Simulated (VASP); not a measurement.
# CoH4 (P-4m2) in VASP: single point with PBE

Aim: the single point of CoH4 with PBE.

Program: VASP 6.6.1. These are calculated values, not measurements. Logs are shortened: lines on timing, memory, paths and dates and some standing lists are left out, and cuts for length are marked.

### 1 The cell of the first run

The structure is tetragonal, space group P-4m2 (No. 115). Conventional cell: a = 3.869 Å, b = 3.869 Å, c = 3.062 Å, α = 90.00°, β = 90.00°, γ = 90.00°. Co (site symmetry -4m2) has 16 H at 2.30 to 2.80 Å within 3.0 Å. Within 1.6 Å of H (site symmetry 2mm) lie 1 H at 1.18 Å. H (site symmetry 2mm) has 6 H at 2.04 to 2.66 Å and 4 Co at 2.30 to 2.66 Å within 2.7 Å.

### 2 Single point, PBE, collinear spin, ferromagnetic start

The input, INCAR:

```
SYSTEM = CoH4
ALGO = Normal ; EDIFF = 1E-6
ENCUT = 520 ; GGA = PE
ISIF = 2 ; ISMEAR = 0
ISPIN = 2 ; LASPH = .True.
LCHARG = .False. ; LMAXMIX = 4
LORBIT = 11 ; LREAL = .False.
LWAVE = .False. ; MAGMOM = 3 0 0 0 0
NBANDS = 18 ; NELM = 150
PREC = Accurate ; SIGMA = 0.1
```

The input, KPOINTS:

```
k-points
0
Gamma
  4 4 6
  0 0 0
```

The input, POSCAR:

```
CoH4
1.0
    3.8691087900      0.0000000000      0.0000000000
    0.0000000000      3.8691087900      0.0000000000
    0.0000000000      0.0000000000      3.0615625700
Co H
1 4
Direct
    0.0000000000      0.0000000000      0.0000000000
    0.5000000000      0.5000000000      0.8078602000
    0.5000000000      0.5000000000      0.1921398000
    0.0000000000      0.5000000000      0.4040225500
    0.5000000000      0.0000000000      0.5959774500
```

Potentials or basis: VASP PAW PBE potentials, release 64 (Co, H).

Started as:

```console
> cat potpaw_PBE.64/Co/POTCAR potpaw_PBE.64/H/POTCAR > POTCAR
> mpirun -np 1 vasp_std > vasp.out
```

OUTCAR:

```text
SYSTEM = CoH4
   EDIFF = 1E-6
   ENCUT = 520
   GGA = PE
   ISIF = 2
   ISMEAR = 0
   ISPIN = 2
   LASPH = .True.
   LORBIT = 11
   LREAL = .False.
   NELM = 150
   PREC = Accurate

 ion  position               nearest neighbor table
   1  0.000  0.000  0.000-
   2  0.500  0.500  0.808-
   3  0.500  0.500  0.192-
   4  0.000  0.500  0.404-
   5  0.500  0.000  0.596-

  LATTYP: Found a simple tetragonal cell.
 ALAT       =     3.8691087900
 C/A-ratio  =     0.7912836615

  Lattice vectors:

 A1 = (   3.8691087900,   0.0000000000,   0.0000000000)
 A2 = (   0.0000000000,   3.8691087900,   0.0000000000)
 A3 = (   0.0000000000,   0.0000000000,   3.0615625700)

Analysis of symmetry for initial positions (statically):
=====================================================================
 Subroutine PRICEL returns:
 Original cell was already a primitive cell.

 Routine SETGRP: Setting up the symmetry group for a
 simple tetragonal supercell.

 Subroutine GETGRP returns: Found  8 space group operations
 (whereof  8 operations were pure point group operations)
 out of a pool of 16 trial point group operations.

The static configuration has the point symmetry D_2d.

Analysis of symmetry for dynamics (positions and initial velocities):
=====================================================================
 Subroutine PRICEL returns:
 Original cell was already a primitive cell.

 Routine SETGRP: Setting up the symmetry group for a
 simple tetragonal supercell.

 Subroutine GETGRP returns: Found  8 space group operations
 (whereof  8 operations were pure point group operations)
 out of a pool of 16 trial point group operations.

The dynamic configuration has the point symmetry D_2d.

Analysis of structural, dynamic, and magnetic symmetry:
=====================================================================
 Subroutine PRICEL returns:
 Original cell was already a primitive cell.

 Routine SETGRP: Setting up the symmetry group for a
 simple tetragonal supercell.

 Subroutine GETGRP returns: Found  8 space group operations
 (whereof  8 operations were pure point group operations)
 out of a pool of 16 trial point group operations.

The overall configuration has the point symmetry D_2d.

 Subroutine INISYM returns: Found  8 space group operations
 (whereof  8 operations are pure point group operations),
 and found     1 'primitive' translations

----------------------------------------------------------------------------------------

                                     Primitive cell

  volume of cell :      45.8316

  direct lattice vectors                    reciprocal lattice vectors
     3.869108790  0.000000000  0.000000000     0.258457452  0.000000000  0.000000000
     0.000000000  3.869108790  0.000000000     0.000000000  0.258457452  0.000000000
     0.000000000  0.000000000  3.061562570     0.000000000  0.000000000  0.326630594

  length of vectors
     3.869108790  3.869108790  3.061562570     0.258457452  0.258457452  0.326630594

  position of ions in fractional coordinates (direct lattice)
     0.000000000  0.000000000  0.000000000
     0.500000000  0.500000000  0.807860200
     0.500000000  0.500000000  0.192139800
     0.000000000  0.500000000  0.404022550
     0.500000000  0.000000000  0.595977450

  ion indices of the primitive-cell ions
   primitive index   ion index
                 1           1
                 2           2
                 3           3
                 4           4
                 5           5

----------------------------------------------------------------------------------------

 KPOINTS: k-points

Automatic generation of k-mesh.
 Grid dimensions read from file:
 generate k-points for:    4    4    6

 Generating k-lattice:

  Cartesian coordinates                     Fractional coordinates (reciprocal lattice)
     0.064614363  0.000000000  0.000000000     0.250000000  0.000000000  0.000000000
     0.000000000  0.064614363  0.000000000     0.000000000  0.250000000  0.000000000
     0.000000000  0.000000000  0.054438432     0.000000000  0.000000000  0.166666667

  Length of vectors
     0.064614363  0.064614363  0.054438432

  Shift w.r.t. Gamma in fractional coordinates (k-lattice)
     0.000000000  0.000000000  0.000000000

 Subroutine IBZKPT returns following result:
 ===========================================

 Found     24 irreducible k-points:

 Following reciprocal coordinates:
            Coordinates               Weight
  0.000000  0.000000  0.000000      1.000000
  0.250000  0.000000  0.000000      4.000000
  0.500000  0.000000  0.000000      2.000000
  0.250000  0.250000  0.000000      4.000000
  0.500000  0.250000  0.000000      4.000000
  0.500000  0.500000  0.000000      1.000000
[... 16 lines left out ...]
  0.500000  0.250000  0.500000      4.000000
  0.500000  0.500000  0.500000      1.000000
   k-points           NKPTS =     24   k-points in BZ     NKDIM =     24   number of bands    NBANDS=     18
   number of dos      NEDOS =    301   number of ions     NIONS =      5
   total plane-waves  NPLWV =  21600
   dimension x,y,z NGX =    30 NGY =   30 NGZ =   24
   dimension x,y,z NGXF=    60 NGYF=   60 NGZF=   48
   ions per type =               1   4
   NGX,Y,Z   is equivalent  to a cutoff of  12.89, 12.89, 13.03 a.u.
   NGXF,Y,Z  is equivalent  to a cutoff of  25.78, 25.78, 26.06 a.u.
 SYSTEM =  CoH4
   PREC   = accura    normal or accurate (medium, high low for compatibility)
   ISTART =      0    job   : 0-new  1-cont  2-samecut
   ICHARG =      2    charge: 1-file 2-atom 10-const
   ISPIN  =      2    spin polarized calculation?
   LNONCOLLINEAR =      F non collinear calculations
   LSORBIT =      F    spin-orbit coupling
   LASPH  =      T    aspherical Exc in radial PAW
   ENCUT  =  520.0 eV  38.22 Ry    6.18 a.u.   7.19  7.19  5.69*2*pi/ulx,y,z
   NELM   =    150;   NELMIN=  2; NELMDL= -5     # of ELM steps
   EDIFF  = 0.1E-05   stopping-criterion for ELM
   LREAL  =      F    real-space projection
   EDIFFG = 0.1E-04   stopping-criterion for IOM
   NSW    =      0    number of steps for IOM
   IBRION =     -1    ionic relax: 0-MD 1-quasi-New 2-CG
   NFREE  =      0    steps in history (QN), initial steepest desc. (CG)
   ISIF   =      2    stress and relaxation
   ISYM   =      2    0-nonsym 1-usesym 2-fastsym
   POTIM  = 0.5000    time-step for ionic-motion
   TEBEG  =    0.0;   TEEND  =   0.0 temperature during run
   PSTRESS=    0.0 pullay stress
   NELECT =      13.0000    total number of electrons
   NUPDOWN=      -1.0000    fix difference up-down
   EMIN   =  10.00;   EMAX   =-10.00  energy-range for DOS
   EFERMI =   0.00;   METHOD = LEGACY
   ISMEAR =     0;   SIGMA  =   0.10  broadening in eV -4-tet -1-fermi 0-gaus
   EFERMI_NEDOS =   21; number of points for ismear=-14 and -15
   IALGO  =     38    algorithm
   IMIX   =      4    mixing-type and parameters
     AMIX     =   0.40;   BMIX     =  1.00
     AMIX_MAG =   1.60;   BMIX_MAG =  1.00
  volume/ion in A,a.u.               =       9.17        61.86
  Fermi-wavevector in a.u.,A,eV,Ry     =   1.075642  2.032668 15.742008  1.157005
  Thomas-Fermi vector in A             =   2.211504
   LORBIT       =     11    0 simple, 1 ext, 2 COOP (PROOUT), +10 PAW based schemes
   GGA     = PE    functional components
   LHFCALC =     F    Hartree Fock is set to
   AEXX    =    0.0000 exact exchange contribution
   IVDW    =     0    specifies the selected vdW correction
   LEPSILON=     F    determine dielectric tensor
   LRPA    =     F    only Hartree local field effects (RPA)
 spin polarized calculation
 Gauss-broadening in eV      SIGMA  =   0.10
  energy-cutoff  :      520.00
  volume of cell :       45.83
 maximum number of plane-waves:      1267
 NGX is ok and might be reduce to    30
   NGX = 15   NGY = 15   NGZ = 11

 number of electron      13.0000012 magnetization       2.1935186

 Free energy of the ion-electron system (eV)
  ---------------------------------------------------
  ext. energy  EPLUGINS =         0.00000000
  ---------------------------------------------------
  free energy    TOTEN  =       -14.41429961 eV

  energy without entropy =      -14.37567170  energy(sigma->0) =      -14.39498566

 E-fermi :   0.8023     XC(G=0):  -9.0314

 val. band max:        0.7958068489   @ k =   0.2500   0.0000   0.1667
 cond. band min:       0.8077788713   @ k =   0.2500   0.0000   0.5000
 fundamental gap:      0.0119720223
 Fermi energy:         0.8022836827

 spin component 1

 k-point     1 :       0.0000    0.0000    0.0000
  band No.  band energies     occupation
      1      -7.5089      1.00000
      2      -2.3770      1.00000
      3      -2.1107      1.00000
      4      -1.4434      1.00000
      5      -1.0709      1.00000
      6      -1.0709      1.00000
[... 10 lines left out ...]
     17      17.5054      0.00000
     18      18.7368      0.00000

 k-point     2 :       0.2500    0.0000    0.0000
  band No.  band energies     occupation
      1      -7.0021      1.00000
      2      -2.7914      1.00000
      3      -2.0223      1.00000
      4      -1.5090      1.00000
      5      -1.1286      1.00000
      6      -1.0683      1.00000
[... 10 lines left out ...]
     17      17.3519      0.00000
     18      19.4214      0.00000
[... 442 lines left out ...]
 k-point    24 :       0.5000    0.5000    0.5000
  band No.  band energies     occupation
      1      -3.2622      1.00000
      2      -2.5484      1.00000
      3      -2.5484      1.00000
      4      -1.2315      1.00000
      5      -1.0215      1.00000
      6      -0.7684      1.00000
[... 10 lines left out ...]
     17      19.3940      0.00000
     18      22.7470      0.00000
 Fermi energy:         0.8022836827

 spin component 2

 k-point     1 :       0.0000    0.0000    0.0000
  band No.  band energies     occupation
      1      -7.3913      1.00000
      2      -1.2998      1.00000
      3      -0.9667      1.00000
      4       0.7955      0.53833
      5       0.8801      0.13557
      6       0.8801      0.13557
[... 10 lines left out ...]
     17      17.8283      0.00000
     18      18.9145      0.00000

 k-point     2 :       0.2500    0.0000    0.0000
  band No.  band energies     occupation
      1      -6.8866      1.00000
      2      -2.3324      1.00000
      3      -0.7346      1.00000
      4       0.5816      0.99910
      5       0.6830      0.95419
      6       0.8351      0.32127
[... 10 lines left out ...]
     17      17.5337      0.00000
     18      19.6072      0.00000
[... 442 lines left out ...]
 k-point    24 :       0.5000    0.5000    0.5000
  band No.  band energies     occupation
      1      -2.8852      1.00000
      2      -1.7379      1.00000
      3      -1.7379      1.00000
      4       0.8205      0.39837
      5       1.2340      0.00000
      6       1.2534      0.00000
[... 10 lines left out ...]
     17      19.7802      0.00000
     18      22.7034      0.00000

------------------------ aborting loop because EDIFF is reached ----------------------------------------

  FORCE on cell =-STRESS in cart. coord.  units (eV):
  Direction    XX          YY          ZZ          XY          YZ          ZX
  --------------------------------------------------------------------------------------
  -------------------------------------------------------------------------------------
  Total       -4.5668469     -4.5668469     -9.1532434      0.0000000      0.0000000      0.0000000
  in kB     -159.6474601   -159.6474601   -319.9783334      0.0000000      0.0000000      0.0000000
  external PRESSURE =    -213.0910846 kB  Pullay stress =       0.0000000 kB

 VOLUME and BASIS-vectors are now :
 -----------------------------------------------------------------------------
  energy-cutoff  :      520.00
  volume of cell :       45.83
      direct lattice vectors                 reciprocal lattice vectors
     3.869108790  0.000000000  0.000000000     0.258457452  0.000000000  0.000000000
     0.000000000  3.869108790  0.000000000     0.000000000  0.258457452  0.000000000
     0.000000000  0.000000000  3.061562570     0.000000000  0.000000000  0.326630594

 POSITION                                       TOTAL-FORCE (eV/Angst)
 -----------------------------------------------------------------------------------
      0.00000      0.00000      0.00000         0.000000     -0.000000      0.000000
      1.93455      1.93455      2.47331        -0.000000     -0.000000      3.335572
      1.93455      1.93455      0.58825        -0.000000      0.000000     -3.335572
      0.00000      1.93455      1.23694        -0.000000      0.000000     -0.271678
      1.93455      0.00000      1.82462        -0.000000     -0.000000      0.271678
 -----------------------------------------------------------------------------------
    total drift:                                0.000000      0.000000     -0.000000

  FREE ENERGIE OF THE ION-ELECTRON SYSTEM (eV)
  ---------------------------------------------------
  free  energy   TOTEN  =       -14.4142996099 eV

  energy  without entropy=      -14.3756717004  energy(sigma->0) =      -14.39498566

 total charge

# of ion       s       p       d       tot
------------------------------------------
    1        0.237   0.139   7.147   7.523
    2        0.409   0.010   0.000   0.419
    3        0.409   0.010   0.000   0.419
    4        0.409   0.005   0.000   0.413
    5        0.409   0.005   0.000   0.413
--------------------------------------------------
tot          1.871   0.169   7.147   9.187

 magnetization (x)

# of ion       s       p       d       tot
------------------------------------------
    1        0.017   0.008   2.085   2.110
    2        0.015   0.000   0.000   0.015
    3        0.015   0.000   0.000   0.015
    4        0.002  -0.000   0.000   0.001
    5        0.002  -0.000   0.000   0.001
--------------------------------------------------
tot          0.049   0.008   2.085   2.143
```

Wall time 37 s (1 thread of Intel Xeon 6975P-C (Granite Rapids), shared host); peak memory 0.18 GiB.

What came out:

* Free energy: -14.4143 eV
* Pressure: -21.3 GPa
* Largest force: 3.336 eV/Å
* Net moment: 2.19 μB per cell
* Site moments: Co +2.11; H +0.01, +0.00 μB
* Valence electrons inside the program's atomic spheres: Co 7.52; H 0.42, 0.41

Forces in eV/Å, atoms in the order of the input:
```
Co   0.000  0.000  0.000
H    0.000  0.000  3.336
H    0.000  0.000 -3.336
H    0.000  0.000 -0.272
H    0.000  0.000  0.272
```

Stress tensor (GPa, compression positive):
```
-15.96   0.00   0.00
  0.00 -15.96   0.00
  0.00   0.00 -32.00
```

Caveat: the k points lie up to 0.41 Å⁻¹ apart; forces of over 1 eV/Å act on the atoms, so gaps and moduli don't describe the material at rest.
